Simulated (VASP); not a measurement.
Pb:

```xyz
1
Lattice="0.0000 2.4750 2.4750 2.4750 0.0000 2.4750 2.4750 2.4750 0.0000" Properties=species:S:1:pos:R:3 pbc="T T T"
Pb    0.0000    0.0000    0.0000
```

```yaml
Program: VASP 6.6.1
Task: relaxation of cell and atoms
Functional: PBEsol
Dispersion: D3(BJ)
Potentials_or_basis: VASP PAW PBE potentials, release 64 (Pb_d)
Cutoff: 600 eV
k_mesh: 9 × 9 × 9
Occupations: fermi-dirac, width 0.05 eV
Spin: no spin polarisation
```

At the start: pressure -3.0 GPa; volume 30.32 Å³/atom.

Task: How do energy, volume and symmetry change on relaxing?

Result: Over 3 steps the energy falls by 18.4 meV/atom and the volume is 28.50 Å³/atom (-6.0 %); space group Fm-3m (No. 225, to 0.05 Å).

Step by step:
| step | energy change (eV) | largest force (eV/Å) | pressure (GPa) | volume (Å³) |
| --- | --- | --- | --- | --- |
| 1 | 0.0000 | 0.0000 | -3.03 | 30.32 |
| 2 | -0.0158 | 0.0000 | 1.36 | 27.87 |
| 3 | -0.0184 | 0.0000 | 0.00 | 28.50 |

Final structure:
```cif
data_structure
_symmetry_space_group_name_H-M 'P 1'
_symmetry_Int_Tables_number 1
_cell_length_a 3.4285
_cell_length_b 3.4285
_cell_length_c 3.4285
_cell_angle_alpha 60.000
_cell_angle_beta 60.000
_cell_angle_gamma 60.000
_cell_volume 28.50
loop_
_atom_site_label
_atom_site_type_symbol
_atom_site_fract_x
_atom_site_fract_y
_atom_site_fract_z
_atom_site_occupancy
Pb1 Pb 0.00000 0.00000 0.00000 1
```

The cell as given is a measured one (30.32 Å³/atom); PBEsol+D3(BJ) puts the equilibrium volume -6.0 % from it, thermal expansion not counted.

Caveat: the PAW data sets were made with another functional, which shifts forces and pressure a little; pairwise dispersion overbinds metals, which lowers pressure and volume.
